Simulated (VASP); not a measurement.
# As (Cm) in VASP: single point with PBE

Aim: the single point of As with PBE.

All numbers are computed with VASP 6.6.1; they aren't measurements. Logs are shortened: lines on timing, memory, paths and dates and some standing lists are left out, and cuts for length are marked.

**1. The cell of the first run**

The typed cell holds 3 atoms: a = 5.343 Å, b = 5.343 Å, c = 4.332 Å, α = 90.01°, β = 90.01°, γ = 142.02°.

The cell was built from a structure type or drawn by symmetry, and may not be a known phase.

**2. Single point, PBE**

File INCAR:

```
  PREC = Accurate
  ENCUT = 520
  EDIFF = 1E-6
  ISMEAR = 0
  SIGMA = 0.1
  LREAL = False
  LASPH = True
  NELM = 60
  ALGO = Normal
  ISIF = 2
  LWAVE = False
  LCHARG = True
  GGA = PE
  LELF = True
  LVHAR = True
  NBANDS = 14
```

File KPOINTS:

```
regular mesh
0
Gamma
  14 14 10
```

File POSCAR:

```
As
1.0
    1.7386321624     -5.0523876166      0.0319301130
    1.7386321624      5.0523876166      0.0319301130
   -0.0823442803      0.0000000000      4.3310468784
As
3
Direct
   -0.0008910891      0.3298751864      0.8447672395
    0.1643939303      0.1643939303      0.3798378894
    0.3298751864     -0.0008910891      0.8447672395
```

Potentials or basis: VASP PAW PBE potentials, release 64 (As).

On the command line:

```sh
cat potpaw_PBE.64/As/POTCAR > POTCAR
mpirun -np 1 vasp_std > vasp.out
```

OUTCAR:

```text
PREC = Accurate
   ENCUT = 520
   EDIFF = 1E-6
   ISMEAR = 0
   LREAL = False
   LASPH = True
   NELM = 60
   ISIF = 2
   GGA = PE

 ion  position               nearest neighbor table
   1  0.999  0.330  0.845-   3 2.44   3 2.44   2 2.62   2 2.86
   2  0.164  0.164  0.380-   1 2.62   3 2.62   1 2.86   3 2.86
   3  0.330  0.999  0.845-   1 2.44   1 2.44   2 2.62   2 2.86

  LATTYP: Found a base centered monoclinic cell.
 ALAT       =     3.4778506743
 B/A-ratio  =     2.9054655244
 C/A-ratio  =     1.2455478975
 COS(beta)  =    -0.0006472552

  Lattice vectors:

 A1 = (   1.7386321624,  -5.0523876166,   0.0319301130)
 A2 = (   1.7386321624,   5.0523876166,   0.0319301130)
 A3 = (  -0.0823442803,   0.0000000000,   4.3310468784)

Analysis of symmetry for initial positions (statically):
=====================================================================
 Subroutine PRICEL returns:
 Original cell was already a primitive cell.

 Routine SETGRP: Setting up the symmetry group for a
 base centered monoclinic supercell.

 Subroutine GETGRP returns: Found  2 space group operations
 (whereof  2 operations were pure point group operations)
 out of a pool of  4 trial point group operations.

The static configuration has the point symmetry C_1h.

Analysis of symmetry for dynamics (positions and initial velocities):
=====================================================================
 Subroutine PRICEL returns:
 Original cell was already a primitive cell.

 Routine SETGRP: Setting up the symmetry group for a
 base centered monoclinic supercell.

 Subroutine GETGRP returns: Found  2 space group operations
 (whereof  2 operations were pure point group operations)
 out of a pool of  4 trial point group operations.

The dynamic configuration has the point symmetry C_1h.

 Subroutine INISYM returns: Found  2 space group operations
 (whereof  2 operations are pure point group operations),
 and found     1 'primitive' translations

----------------------------------------------------------------------------------------

                                     Primitive cell

  volume of cell :      76.1165

  direct lattice vectors                    reciprocal lattice vectors
     1.738632162 -5.052387617  0.031930113     0.287482015 -0.098963112  0.005465769
     1.738632162  5.052387617  0.031930113     0.287482015  0.098963112  0.005465769
    -0.082344280  0.000000000  4.331046878    -0.004238852  0.000000000  0.230810468

  length of vectors
     5.343265103  5.343265103  4.331829595     0.304087950  0.304087950  0.230849388

  position of ions in fractional coordinates (direct lattice)
     0.999108911  0.329875186  0.844767240
     0.164393930  0.164393930  0.379837889
     0.329875186  0.999108911  0.844767240

  ion indices of the primitive-cell ions
   primitive index   ion index
                 1           1
                 2           2
                 3           3

----------------------------------------------------------------------------------------

 KPOINTS: regular mesh

Automatic generation of k-mesh.
 Grid dimensions read from file:
 generate k-points for:   14   14   10

 Generating k-lattice:

  Cartesian coordinates                     Fractional coordinates (reciprocal lattice)
     0.020534430 -0.007068794  0.000390412     0.071428571  0.000000000 -0.000000000
     0.020534430  0.007068794  0.000390412     0.000000000  0.071428571 -0.000000000
    -0.000423885  0.000000000  0.023081047    -0.000000000 -0.000000000  0.100000000

  Length of vectors
     0.021720568  0.021720568  0.023084939

  Shift w.r.t. Gamma in fractional coordinates (k-lattice)
     0.000000000  0.000000000  0.000000000

 Subroutine IBZKPT returns following result:
 ===========================================

 Found    534 irreducible k-points:

 Following reciprocal coordinates:
            Coordinates               Weight
  0.000000  0.000000  0.000000      1.000000
  0.071429  0.000000  0.000000      4.000000
  0.142857  0.000000  0.000000      4.000000
  0.214286  0.000000  0.000000      4.000000
  0.285714 -0.000000  0.000000      4.000000
  0.357143  0.000000  0.000000      4.000000
[... 16 lines left out ...]
  0.214286  0.142857  0.000000      4.000000
  0.285714  0.142857  0.000000      4.000000
 [... further k-points ...]
   k-points           NKPTS =    534   k-points in BZ     NKDIM =    534   number of bands    NBANDS=     14
   number of dos      NEDOS =    301   number of ions     NIONS =      3
   total plane-waves  NPLWV =  51200
   dimension x,y,z NGX =    40 NGY =   40 NGZ =   32
   dimension x,y,z NGXF=    80 NGYF=   80 NGZF=   64
   ions per type =               3
   NGX,Y,Z   is equivalent  to a cutoff of  12.45, 12.45, 12.28 a.u.
   NGXF,Y,Z  is equivalent  to a cutoff of  24.89, 24.89, 24.56 a.u.
 SYSTEM =  unknown system
   PREC   = accura    normal or accurate (medium, high low for compatibility)
   ISTART =      0    job   : 0-new  1-cont  2-samecut
   ICHARG =      2    charge: 1-file 2-atom 10-const
   ISPIN  =      1    spin polarized calculation?
   LNONCOLLINEAR =      F non collinear calculations
   LSORBIT =      F    spin-orbit coupling
   LASPH  =      T    aspherical Exc in radial PAW
   ENCUT  =  520.0 eV  38.22 Ry    6.18 a.u.   9.93  9.93  8.05*2*pi/ulx,y,z
   NELM   =     60;   NELMIN=  2; NELMDL= -5     # of ELM steps
   EDIFF  = 0.1E-05   stopping-criterion for ELM
   LREAL  =      F    real-space projection
   EDIFFG = 0.1E-04   stopping-criterion for IOM
   NSW    =      0    number of steps for IOM
   IBRION =     -1    ionic relax: 0-MD 1-quasi-New 2-CG
   NFREE  =      0    steps in history (QN), initial steepest desc. (CG)
   ISIF   =      2    stress and relaxation
   ISYM   =      2    0-nonsym 1-usesym 2-fastsym
   POTIM  = 0.5000    time-step for ionic-motion
   TEBEG  =    0.0;   TEEND  =   0.0 temperature during run
   PSTRESS=    0.0 pullay stress
   NELECT =      15.0000    total number of electrons
   NUPDOWN=      -1.0000    fix difference up-down
   EMIN   =  10.00;   EMAX   =-10.00  energy-range for DOS
   EFERMI =   0.00;   METHOD = LEGACY
   ISMEAR =     0;   SIGMA  =   0.10  broadening in eV -4-tet -1-fermi 0-gaus
   EFERMI_NEDOS =   21; number of points for ismear=-14 and -15
   IALGO  =     38    algorithm
   IMIX   =      4    mixing-type and parameters
     AMIX     =   0.40;   BMIX     =  1.00
     AMIX_MAG =   1.60;   BMIX_MAG =  1.00
  volume/ion in A,a.u.               =      25.37       171.22
  Fermi-wavevector in a.u.,A,eV,Ry     =   0.952677  1.800298 12.348556  0.907593
  Thomas-Fermi vector in A             =   2.081262
   LORBIT       =      0    0 simple, 1 ext, 2 COOP (PROOUT), +10 PAW based schemes
   GGA     = PE    functional components
   LHFCALC =     F    Hartree Fock is set to
   AEXX    =    0.0000 exact exchange contribution
   IVDW    =     0    specifies the selected vdW correction
   LEPSILON=     F    determine dielectric tensor
   LRPA    =     F    only Hartree local field effects (RPA)
 non-spin polarized calculation
 Gauss-broadening in eV      SIGMA  =   0.10
  energy-cutoff  :      520.00
  volume of cell :       76.12
 maximum number of plane-waves:      2078
   NGX = 19   NGY = 19   NGZ = 17

 number of electron      15.0000001 magnetization

 Free energy of the ion-electron system (eV)
  ---------------------------------------------------
  ext. energy  EPLUGINS =         0.00000000
  ---------------------------------------------------
  free energy    TOTEN  =       -13.26438481 eV

  energy without entropy =      -13.26022730  energy(sigma->0) =      -13.26230606

 E-fermi :   3.5918     XC(G=0):  -9.1235

 val. band max:        3.5894129678   @ k =  -0.2143   0.0714   0.2000
 cond. band min:       3.6075567693   @ k =  -0.2857   0.2143   0.3000
 fundamental gap:      0.0181438015
 Fermi energy:         3.5918065953

 k-point     1 :       0.0000    0.0000    0.0000
  band No.  band energies     occupation
      1     -10.5527      2.00000
      2      -6.4855      2.00000
      3      -5.0099      2.00000
      4      -0.6775      2.00000
      5       1.2741      2.00000
      6       2.1331      2.00000
      7       3.6965      0.13877
      8       4.2442      0.00000
      9       4.7815      0.00000
     10       5.1964      0.00000
     11       6.3771      0.00000
     12       8.0089      0.00000
     13       8.6711      0.00000
     14       9.4817      0.00000

 k-point     2 :       0.0714    0.0000    0.0000
  band No.  band energies     occupation
      1     -10.4972      2.00000
      2      -6.4976      2.00000
      3      -4.9655      2.00000
      4      -0.6320      2.00000
      5       1.2884      2.00000
      6       1.6700      2.00000
      7       3.7152      0.08088
      8       3.9003      0.00001
      9       4.6979      0.00000
     10       5.3969      0.00000
     11       6.8558      0.00000
     12       7.9819      0.00000
     13       8.5282      0.00000
     14      10.0322      0.00000

 k-point     3 :       0.1429    0.0000    0.0000
  band No.  band energies     occupation
      1     -10.3328      2.00000
      2      -6.5290      2.00000
      3      -4.8599      2.00000
      4      -0.4993      2.00000
      5       0.7783      2.00000
      6       1.3005      2.00000
      7       3.1537      2.00000
      8       3.6777      0.22467
      9       4.6283      0.00000
     10       5.7560      0.00000
     11       7.5347      0.00000
     12       7.9536      0.00000
     13       8.5970      0.00000
     14      11.2965      0.00000
[... 324 lines left out ...]
 k-point    23 :       0.2143    0.1429    0.0000
  band No.  band energies     occupation
      1      -9.4295      2.00000
      2      -6.0388      2.00000
      3      -5.5560      2.00000
      4      -0.7108      2.00000
      5      -0.0090      2.00000
      6       0.2479      2.00000
      7       2.0028      2.00000
      8       3.6741      0.24422
      9       4.8422      0.00000
     10       5.7274      0.00000
     11       6.2768      0.00000
     12       8.7780      0.00000
     13       9.6771      0.00000
     14      10.7810      0.00000

 k-point    24 :       0.2857    0.1429    0.0000
  band No.  band energies     occupation
      1      -9.0347      2.00000
      2      -6.6109      2.00000
      3      -5.3092      2.00000
      4      -0.7457      2.00000
      5      -0.2057      2.00000
      6       0.4224      2.00000
      7       1.8526      2.00000
      8       3.3851      1.99654
      9       4.7514      0.00000
     10       5.6889      0.00000
     11       6.5508      0.00000
     12       8.1913      0.00000
     13      10.0291      0.00000
     14      10.3475      0.00000

 [... further k-points ...]

------------------------ aborting loop because EDIFF is reached ----------------------------------------

  FORCE on cell =-STRESS in cart. coord.  units (eV):
  Direction    XX          YY          ZZ          XY          YZ          ZX
  --------------------------------------------------------------------------------------
  -------------------------------------------------------------------------------------
  Total        0.0916382      0.1309988      0.0419339      0.0000000      0.0000000      0.0019446
  in kB        1.9288928      2.7573955      0.8826680      0.0000000      0.0000000      0.0409328
  external PRESSURE =       1.8563188 kB  Pullay stress =       0.0000000 kB

 VOLUME and BASIS-vectors are now :
 -----------------------------------------------------------------------------
  energy-cutoff  :      520.00
  volume of cell :       76.12
      direct lattice vectors                 reciprocal lattice vectors
     1.738632162 -5.052387617  0.031930113     0.287482015 -0.098963112  0.005465769
     1.738632162  5.052387617  0.031930113     0.287482015  0.098963112  0.005465769
    -0.082344280  0.000000000  4.331046878    -0.004238852  0.000000000  0.230810468

 POSITION                                       TOTAL-FORCE (eV/Angst)
 -----------------------------------------------------------------------------------
      2.24105     -3.38123      3.70116        -0.000158     -0.046984      0.010722
      0.54036      0.00000      1.65559         0.000317      0.000000     -0.021444
      2.24105      3.38123      3.70116        -0.000158      0.046984      0.010722
 -----------------------------------------------------------------------------------
    total drift:                               -0.000017      0.000000     -0.000006

  FREE ENERGIE OF THE ION-ELECTRON SYSTEM (eV)
  ---------------------------------------------------
  free  energy   TOTEN  =       -13.2643848087 eV

  energy  without entropy=      -13.2602273043  energy(sigma->0) =      -13.26230606
```

It took 4.3 min on 1 thread of AMD EPYC 9R45 (Zen 5), shared host; peak memory 0.54 GiB.

What came out:

| Quantity | Value |
| --- | --- |
| Free energy | -13.2644 eV |
| Pressure | 0.2 GPa |
| Largest force | 0.048 eV/Å |
| Band gap on the k mesh | zero (an odd number of electrons rules out a gap without spin polarisation) |

Forces in eV/Å, atoms in the order of the input:
```
As   0.000 -0.047  0.011
As   0.000  0.000 -0.021
As   0.000  0.047  0.011
```
